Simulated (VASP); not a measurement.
# Al2Cu (P1) in VASP: single point with PBE

Aim: the single point of Al2Cu with PBE.

Everything below comes from runs of VASP 6.6.1. Logs are shortened: lines on timing, memory, paths and dates and some standing lists are left out, and cuts for length are marked.

## Step 1: The cell of the first run

The typed cell holds 3 atoms: a = 4.258 Å, b = 4.208 Å, c = 4.077 Å, α = 119.85°, β = 118.81°, γ = 92.36°.

## Step 2: Single point, PBE (atoms moved at random and the cell strained at random)

File INCAR:

```
PREC = Accurate ; ENCUT = 520
EDIFF = 1E-6 ; ISMEAR = 0
SIGMA = 0.1 ; LREAL = F
LASPH = T ; NELM = 100
ALGO = Normal ; ISIF = 2
LWAVE = F ; LCHARG = F
GGA = PE ; NBANDS = 16
```

File KPOINTS:

```
Automatic mesh
0
Gamma
  10 12 12
```

File POSCAR:

```
Al2Cu
1.0
   -2.1325192306      2.2114542190      2.9486663246
    2.1413006001     -2.1534059452      2.9135820926
    2.0106989806      2.0315856952     -2.9073286531
Al Cu
2 1
Direct
    0.7776020539      0.2565883062      0.5038195620
    0.2468627084      0.7315105810      0.4881940810
    0.4755352377      0.5119035755      0.0079888196
```

Potentials or basis: VASP PAW PBE potentials, release 64 (Al, Cu).

Command:

```sh
$ cat potpaw_PBE.64/Al/POTCAR potpaw_PBE.64/Cu/POTCAR > POTCAR
$ mpirun -np 1 vasp_std > vasp.out
```

OUTCAR:

```text
PREC = Accurate
   ENCUT = 520
   EDIFF = 1E-6
   ISMEAR = 0
   LREAL = F
   LASPH = T
   NELM = 100
   ISIF = 2
   GGA = PE

 ion  position               nearest neighbor table
   1  0.778  0.257  0.504-   3 2.42   3 2.53   3 2.58   3 2.74   2 2.81   2 2.84   2 2.93   2 3.04
                             2 3.05   2 3.08
   2  0.247  0.732  0.488-   3 2.40   3 2.52   3 2.65   3 2.69   1 2.81   1 2.84   1 2.93   1 3.04
                             1 3.05   1 3.08
   3  0.476  0.512  0.008-   2 2.40   1 2.42   2 2.52   1 2.53   1 2.58   2 2.65   2 2.69   1 2.74

  LATTYP: Found a triclinic cell.
 ALAT       =     4.0771081326
 B/A-ratio  =     1.4138613100
 C/A-ratio  =     1.0322213048
 COS(alpha) =     0.0043765267
 COS(beta)  =     0.4977182510
 COS(gamma) =     0.6951528728

  Lattice vectors:

 A1 = (  -2.0106989806,  -2.0315856952,   2.9073286531)
 A2 = (  -4.0301793307,  -4.1212196642,  -0.0475911110)
 A3 = (   2.1413006001,  -2.1534059452,   2.9135820926)

Analysis of symmetry for initial positions (statically):
=====================================================================
 Subroutine PRICEL returns:
 Original cell was already a primitive cell.

 Routine SETGRP: Setting up the symmetry group for a
 triclinic supercell.

 Subroutine GETGRP returns: Found  1 space group operations
 (whereof  1 operations were pure point group operations)
 out of a pool of  2 trial point group operations.

The static configuration has the point symmetry C_1 .

Analysis of symmetry for dynamics (positions and initial velocities):
=====================================================================
 Subroutine PRICEL returns:
 Original cell was already a primitive cell.

 Routine SETGRP: Setting up the symmetry group for a
 triclinic supercell.

 Subroutine GETGRP returns: Found  1 space group operations
 (whereof  1 operations were pure point group operations)
 out of a pool of  2 trial point group operations.

The dynamic configuration has the point symmetry C_1 .

 Subroutine INISYM returns: Found  1 space group operations
 (whereof  1 operations are pure point group operations),
 and found     1 'primitive' translations

----------------------------------------------------------------------------------------

                                     Primitive cell

  volume of cell :      51.5893

  direct lattice vectors                    reciprocal lattice vectors
    -2.132519231  2.211454219  2.948666325     0.006618956  0.234230911  0.168253732
     2.141300600 -2.153405945  2.913582093     0.240745666  0.005254075  0.170170362
     2.010698981  2.031585695 -2.907328653     0.247976558  0.242826685 -0.002775939

  length of vectors
     4.258262689  4.208477876  4.077108133     0.288474000  0.294862736  0.347080507

  position of ions in fractional coordinates (direct lattice)
     0.777602054  0.256588306  0.503819562
     0.246862708  0.731510581  0.488194081
     0.475535238  0.511903575  0.007988820

  ion indices of the primitive-cell ions
   primitive index   ion index
                 1           1
                 2           2
                 3           3

----------------------------------------------------------------------------------------

 KPOINTS: Automatic mesh

Automatic generation of k-mesh.
 Grid dimensions read from file:
 generate k-points for:   10   12   12

 Generating k-lattice:

  Cartesian coordinates                     Fractional coordinates (reciprocal lattice)
     0.000661896  0.023423091  0.016825373     0.100000000  0.000000000 -0.000000000
     0.020062139  0.000437840  0.014180863     0.000000000  0.083333333  0.000000000
     0.020664713  0.020235557 -0.000231328    -0.000000000  0.000000000  0.083333333

  Length of vectors
     0.028847400  0.024571895  0.028923376

  Shift w.r.t. Gamma in fractional coordinates (k-lattice)
     0.000000000  0.000000000  0.000000000

 Subroutine IBZKPT returns following result:
 ===========================================

 Found    724 irreducible k-points:

 Following reciprocal coordinates:
            Coordinates               Weight
  0.000000  0.000000  0.000000      1.000000
  0.100000  0.000000 -0.000000      2.000000
  0.200000  0.000000 -0.000000      2.000000
  0.300000  0.000000  0.000000      2.000000
  0.400000 -0.000000 -0.000000      2.000000
  0.500000 -0.000000 -0.000000      1.000000
[... 16 lines left out ...]
 -0.400000  0.166667  0.000000      2.000000
 -0.300000  0.166667  0.000000      2.000000
 [... further k-points ...]
   k-points           NKPTS =    724   k-points in BZ     NKDIM =    724   number of bands    NBANDS=     16
   number of dos      NEDOS =    301   number of ions     NIONS =      3
   total plane-waves  NPLWV =  30720
   dimension x,y,z NGX =    32 NGY =   32 NGZ =   30
   dimension x,y,z NGXF=    64 NGYF=   64 NGZF=   60
   ions per type =               2   1
   NGX,Y,Z   is equivalent  to a cutoff of  12.49, 12.64, 12.23 a.u.
   NGXF,Y,Z  is equivalent  to a cutoff of  24.99, 25.28, 24.47 a.u.
 SYSTEM =  unknown system
   PREC   = accura    normal or accurate (medium, high low for compatibility)
   ISTART =      0    job   : 0-new  1-cont  2-samecut
   ICHARG =      2    charge: 1-file 2-atom 10-const
   ISPIN  =      1    spin polarized calculation?
   LNONCOLLINEAR =      F non collinear calculations
   LSORBIT =      F    spin-orbit coupling
   LASPH  =      T    aspherical Exc in radial PAW
   ENCUT  =  520.0 eV  38.22 Ry    6.18 a.u.   7.92  7.82  7.58*2*pi/ulx,y,z
   NELM   =    100;   NELMIN=  2; NELMDL= -5     # of ELM steps
   EDIFF  = 0.1E-05   stopping-criterion for ELM
   LREAL  =      F    real-space projection
   EDIFFG = 0.1E-04   stopping-criterion for IOM
   NSW    =      0    number of steps for IOM
   IBRION =     -1    ionic relax: 0-MD 1-quasi-New 2-CG
   NFREE  =      0    steps in history (QN), initial steepest desc. (CG)
   ISIF   =      2    stress and relaxation
   ISYM   =      2    0-nonsym 1-usesym 2-fastsym
   POTIM  = 0.5000    time-step for ionic-motion
   TEBEG  =    0.0;   TEEND  =   0.0 temperature during run
   PSTRESS=    0.0 pullay stress
   NELECT =      17.0000    total number of electrons
   NUPDOWN=      -1.0000    fix difference up-down
   EMIN   =  10.00;   EMAX   =-10.00  energy-range for DOS
   EFERMI =   0.00;   METHOD = LEGACY
   ISMEAR =     0;   SIGMA  =   0.10  broadening in eV -4-tet -1-fermi 0-gaus
   EFERMI_NEDOS =   21; number of points for ismear=-14 and -15
   IALGO  =     38    algorithm
   IMIX   =      4    mixing-type and parameters
     AMIX     =   0.40;   BMIX     =  1.00
     AMIX_MAG =   1.60;   BMIX_MAG =  1.00
  volume/ion in A,a.u.               =      17.20       116.05
  Fermi-wavevector in a.u.,A,eV,Ry     =   1.130762  2.136831 17.396730  1.278624
  Thomas-Fermi vector in A             =   2.267460
   LORBIT       =      0    0 simple, 1 ext, 2 COOP (PROOUT), +10 PAW based schemes
   GGA     = PE    functional components
   LHFCALC =     F    Hartree Fock is set to
   AEXX    =    0.0000 exact exchange contribution
   IVDW    =     0    specifies the selected vdW correction
   LEPSILON=     F    determine dielectric tensor
   LRPA    =     F    only Hartree local field effects (RPA)
 non-spin polarized calculation
 Gauss-broadening in eV      SIGMA  =   0.10
  energy-cutoff  :      520.00
  volume of cell :       51.59
 maximum number of plane-waves:      1407
   NGX = 15   NGY = 15   NGZ = 15

 number of electron      17.0000003 magnetization

 Free energy of the ion-electron system (eV)
  ---------------------------------------------------
  ext. energy  EPLUGINS =         0.00000000
  ---------------------------------------------------
  free energy    TOTEN  =       -11.54742339 eV

  energy without entropy =      -11.54283501  energy(sigma->0) =      -11.54512920

 E-fermi :   6.2550     XC(G=0): -10.1367

 val. band max:        6.2536824099   @ k =   0.5000  -0.0833   0.0833
 cond. band min:       6.2551797983   @ k =  -0.1000  -0.1667   0.0833
 fundamental gap:      0.0014973884
 Fermi energy:         6.2549962061

 k-point     1 :       0.0000    0.0000    0.0000
  band No.  band energies     occupation
      1      -3.4620      2.00000
      2       1.9558      2.00000
      3       1.9863      2.00000
      4       2.0365      2.00000
      5       2.4676      2.00000
      6       2.5297      2.00000
[... 8 lines left out ...]
     15      13.0134      0.00000
     16      13.1207      0.00000

 k-point     2 :       0.1000    0.0000   -0.0000
  band No.  band energies     occupation
      1      -3.3386      2.00000
      2       1.9096      2.00000
      3       2.0073      2.00000
      4       2.0542      2.00000
      5       2.4642      2.00000
      6       2.5231      2.00000
[... 8 lines left out ...]
     15      12.2434      0.00000
     16      13.0351      0.00000

 k-point     3 :       0.2000    0.0000   -0.0000
  band No.  band energies     occupation
      1      -2.9707      2.00000
      2       1.7593      2.00000
      3       2.0610      2.00000
      4       2.0949      2.00000
      5       2.4635      2.00000
      6       2.5092      2.00000
[... 8 lines left out ...]
     15      12.0419      0.00000
     16      12.9274      0.00000

 k-point     4 :       0.3000    0.0000    0.0000
  band No.  band energies     occupation
      1      -2.3668      2.00000
      2       1.4091      2.00000
      3       2.1213      2.00000
      4       2.1306      2.00000
      5       2.4844      2.00000
      6       2.5031      2.00000
[... 8 lines left out ...]
     15      13.0372      0.00000
     16      14.1507      0.00000

 k-point     5 :       0.4000   -0.0000   -0.0000
  band No.  band energies     occupation
      1      -1.5516      2.00000
      2       0.6310      2.00000
      3       2.1417      2.00000
      4       2.1637      2.00000
      5       2.5103      2.00000
      6       2.5180      2.00000
[... 8 lines left out ...]
     15      14.5610      0.00000
     16      15.6283      0.00000

 k-point     6 :       0.5000   -0.0000   -0.0000
  band No.  band energies     occupation
      1      -0.7874      2.00000
      2      -0.1954      2.00000
      3       2.1433      2.00000
      4       2.1762      2.00000
      5       2.4560      2.00000
      6       2.5191      2.00000
[... 8 lines left out ...]
     15      15.8697      0.00000
     16      16.6185      0.00000

 k-point     7 :       0.0000    0.0833   -0.0000
  band No.  band energies     occupation
      1      -3.3739      2.00000
      2       1.9558      2.00000
      3       1.9970      2.00000
      4       2.0174      2.00000
      5       2.4656      2.00000
      6       2.5270      2.00000
[... 8 lines left out ...]
     15      12.4309      0.00000
     16      12.8800      0.00000

 k-point     8 :       0.1000    0.0833   -0.0000
  band No.  band energies     occupation
      1      -3.1736      2.00000
      2       1.8572      2.00000
      3       2.0285      2.00000
      4       2.0557      2.00000
      5       2.4799      2.00000
      6       2.5053      2.00000
[... 8 lines left out ...]
     15      11.8555      0.00000
     16      12.7346      0.00000

 k-point     9 :       0.2000    0.0833   -0.0000
  band No.  band energies     occupation
      1      -2.7309      2.00000
      2       1.6570      2.00000
      3       2.0886      2.00000
      4       2.0974      2.00000
      5       2.4775      2.00000
      6       2.5039      2.00000
[... 8 lines left out ...]
     15      12.1355      0.00000
     16      14.0441      0.00000
[... 172 lines left out ...]
 k-point    19 :       0.2000    0.1667   -0.0000
  band No.  band energies     occupation
      1      -2.3223      2.00000
      2       1.5203      2.00000
      3       2.0791      2.00000
      4       2.1354      2.00000
      5       2.4584      2.00000
      6       2.5387      2.00000
[... 8 lines left out ...]
     15      12.8152      0.00000
     16      14.8999      0.00000

 k-point    20 :       0.3000    0.1667   -0.0000
  band No.  band energies     occupation
      1      -1.5847      2.00000
      2       1.0475      2.00000
      3       2.0745      2.00000
      4       2.2035      2.00000
      5       2.4538      2.00000
      6       2.5645      2.00000
[... 8 lines left out ...]
     15      13.2431      0.00000
     16      15.8967      0.00000

 k-point    21 :       0.4000    0.1667    0.0000
  band No.  band energies     occupation
      1      -0.6892      2.00000
      2       0.2037      2.00000
      3       2.0663      2.00000
      4       2.2357      2.00000
      5       2.4448      2.00000
      6       2.4882      2.00000
[... 8 lines left out ...]
     15      14.6322      0.00000
     16      14.7523      0.00000

 k-point    22 :       0.5000    0.1667   -0.0000
  band No.  band energies     occupation
      1      -0.9276      2.00000
      2       0.4821      2.00000
      3       2.0842      2.00000
      4       2.2304      2.00000
      5       2.4361      2.00000
      6       2.5313      2.00000
[... 8 lines left out ...]
     15      15.5390      0.00000
     16      16.3580      0.00000

 k-point    23 :      -0.4000    0.1667    0.0000
  band No.  band energies     occupation
      1      -1.7929      2.00000
      2       1.3122      2.00000
      3       2.1205      2.00000
      4       2.1977      2.00000
      5       2.4076      2.00000
      6       2.5552      2.00000
[... 8 lines left out ...]
     15      15.0463      0.00000
     16      15.9862      0.00000

 k-point    24 :      -0.3000    0.1667    0.0000
  band No.  band energies     occupation
      1      -2.4737      2.00000
      2       1.6875      2.00000
      3       2.1308      2.00000
      4       2.1468      2.00000
      5       2.3490      2.00000
      6       2.5618      2.00000
[... 8 lines left out ...]
     15      13.7824      0.00000
     16      14.6073      0.00000

 [... further k-points ...]
[... 5 lines left out ...]
  --------------------------------------------------------------------------------------
  -------------------------------------------------------------------------------------
  Total       -1.1664328     -1.4511662     -0.8434653      0.7644997     -0.0657165     -0.3536063
  in kB      -36.2252139    -45.0680095    -26.1950037     23.7426134     -2.0409173    -10.9817428
  external PRESSURE =     -35.8294090 kB  Pullay stress =       0.0000000 kB

 VOLUME and BASIS-vectors are now :
 -----------------------------------------------------------------------------
  energy-cutoff  :      520.00
  volume of cell :       51.59
      direct lattice vectors                 reciprocal lattice vectors
    -2.132519231  2.211454219  2.948666325     0.006618956  0.234230911  0.168253732
     2.141300600 -2.153405945  2.913582093     0.240745666  0.005254075  0.170170362
     2.010698981  2.031585695 -2.907328653     0.247976558  0.242826685 -0.002775939

 POSITION                                       TOTAL-FORCE (eV/Angst)
 -----------------------------------------------------------------------------------
     -0.09579      2.19065      1.57571         0.158409     -0.460736     -0.527142
      2.02156     -0.03751      1.43989         0.598616     -0.138875     -0.039996
      0.09811     -0.03448      2.87044        -0.757026      0.599611      0.567139
 -----------------------------------------------------------------------------------
    total drift:                               -0.001027      0.000148      0.000103

  FREE ENERGIE OF THE ION-ELECTRON SYSTEM (eV)
  ---------------------------------------------------
  free  energy   TOTEN  =       -11.5474233856 eV

  energy  without entropy=      -11.5428350097  energy(sigma->0) =      -11.54512920
```

It took 3.1 min on 1 thread of Intel Xeon 6975P-C (Granite Rapids), shared host; peak memory 0.65 GiB.

What came out:

```yaml
Free_energy: -11.5474 eV
Pressure: -3.6 GPa
Largest_force: 1.120 eV/Å
```

Forces on the atoms (eV/Å):
```
Al   0.158 -0.461 -0.527
Al   0.599 -0.139 -0.040
Cu  -0.757  0.600  0.567
```

Stress tensor (GPa, compression positive):
```
-3.62  2.37 -1.10
 2.37 -4.51 -0.20
-1.10 -0.20 -2.62
```

Caveat: the cell differs from its parent crystal (atoms moved at random and the cell strained at random); forces of over 1 eV/Å act on the atoms, so gaps and moduli don't describe the material at rest.
